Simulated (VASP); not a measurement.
The system is CuO (Tenorite).

```
CELL_PARAMETERS angstrom
2.31020 -1.68817 0.00000
2.31020 1.68817 0.00000
-0.83854 0.00000 4.98951
ATOMIC_POSITIONS crystal
Cu 0.50000 0.00000 0.50000
Cu 0.00000 0.50000 0.00000
O 0.41840 0.58160 0.75000
O 0.58160 0.41840 0.25000
```

This cell differs from its parent crystal: volume scaled by 0.96.

Base run:

* Program: VASP 6.6.1
* Functional: PBEsol
* Potentials or basis: VASP PAW PBE potentials, release 64 (Cu, O)
* Cutoff: 520 eV
* k mesh: 10 × 10 × 5
* Occupations: fermi-dirac, width 0.05 eV
* Spin: no spin polarisation

Its results: band gap on the k mesh zero (band 17 reaches 6.40 eV, above the bottom of band 18 at 5.79 eV); pressure 5.9 GPa; largest force 0.185 eV/Å.

Task: The run is repeated on the same cell with these changes: functional from PBEsol to SVWN5. What comes out?

Result: Band gap on the k mesh zero (band 17 reaches 6.09 eV, above the bottom of band 18 at 5.48 eV); pressure -1.6 GPa; largest force 0.302 eV/Å.

SVWN5 binds more tightly than PBEsol, so the same cell stands under less pressure.

Caveats: the PAW data sets were made with another functional, which shifts forces and pressure a little; semilocal functionals often make such compounds metallic where correlation or magnetic order opens a gap, which also shifts bond lengths.
